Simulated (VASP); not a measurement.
A run of VASP 6.6.1 is set up as follows.

INCAR

```
SYSTEM = Ru
PREC = Accurate ; ENCUT = 520
EDIFF = 1E-7 ; ISMEAR = 1
SIGMA = 0.03 ; LREAL = .FALSE.
LASPH = .TRUE. ; NELM = 100
ALGO = Normal ; ISIF = 2
LWAVE = .FALSE. ; LCHARG = .FALSE.
GGA = CA ; NBANDS = 21
```

The input KPOINTS:

```
regular mesh
0
G
  13 13 8
  0 0 0
```

The input POSCAR:

```
Ru
1.0
    2.6775346364      0.0000000000      0.0000000000
   -1.3387673182      2.3188130146      0.0000000000
    0.0000000000      0.0000000000      4.2181251212
Ru
2
Direct
    0.3333333333      0.6666666667      0.2500000000
    0.6666666667      0.3333333333      0.7500000000
```

Potentials or basis: VASP PAW LDA potentials, release 64 (Ru_pv).

The run is started by

```console
$ cat potpaw_LDA.64/Ru_pv/POTCAR > POTCAR
$ mpirun -np 1 vasp_std > vasp.out
```

Question: Estimate the band gap on the k mesh.

Answer: Zero (bands 14 and 15 overlap by 3.28 eV).

Question: Estimate the pressure.

Answer: 0.8 GPa.

Stress tensor (GPa, compression positive):
```
0.97 0.00 0.00
0.00 0.97 0.00
0.00 0.00 0.40
```
